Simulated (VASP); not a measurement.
Crystal: PbS.

```xyz
2
Lattice="4.0622 0.0000 0.0000 -2.0311 3.5180 0.0000 0.0000 0.0000 3.7627" Properties=species:S:1:pos:R:3 pbc="T T T"
Pb    0.0000    0.0000    0.0000
S     2.0311    1.1727    1.8814
```

This cell differs from its parent crystal: volume scaled by 0.98.

Base run:

* Program: VASP 6.6.1
* Functional: PBEsol
* Potentials or basis: VASP PAW PBE potentials, release 64 (Pb_d, S)
* Cutoff: 520 eV
* k mesh: 8 × 8 × 7
* Occupations: fermi-dirac, width 0.05 eV
* Spin: no spin polarisation

Its results: pressure -1.9 GPa.

Question: The run is repeated on the same cell with these changes: functional from PBEsol to PBE; further incar settings from ALGO = Normal; EDIFF = 1e-07; NBANDS = 17 to ALGO = Normal; EDIFF = 1e-06; NBANDS = 17. What comes out?

Answer: Pressure 1.0 GPa.

Caveats: the PAW data sets were made with another functional, which shifts forces and pressure a little (some runs).
